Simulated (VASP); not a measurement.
ScNb, 2 atoms in the cell. It takes space group P-6m2 (No. 187, hexagonal). The conventional cell has a = 3.003 Å, b = 3.003 Å, c = 4.969 Å, α = 90.00°, β = 90.00°, γ = 120.00°. Nb (site symmetry -6m2) has 6 Nb at 3.00 Å and 6 Sc at 3.03 Å within 4.0 Å. Within 4.0 Å of Sc (site symmetry -6m2) lie 6 Sc at 3.00 Å and 6 Nb at 3.03 Å. 

- Program: VASP 6.6.1
- Task: single point
- Functional: PBE
- Potentials or basis: VASP PAW PBE potentials, release 64 (Nb_sv, Sc_sv)
- Cutoff: 520 eV
- k mesh: 10 × 10 × 5
- Occupations: fermi-dirac, width 0.05 eV
- Spin: no spin polarisation
- Dipole correction: no
- Further INCAR settings: ALGO = Normal; EDIFF = 1e-07; NBANDS = 19

Potentials or basis: VASP PAW PBE potentials, release 64 (Nb_sv, Sc_sv).

Run with:

```console
$ cat potpaw_PBE.64/Nb_sv/POTCAR potpaw_PBE.64/Sc_sv/POTCAR > POTCAR
$ mpirun -np 1 vasp_std > vasp.out
```

Hardware: 1 thread of Intel Xeon 8259CL, on a shared host.

Q: How long does it take, and how much memory?

A: Wall time 64 s on 1 thread of Intel Xeon 8259CL (shared host), peak memory 0.15 GiB. Counts: scf iterations 14, k points 42.
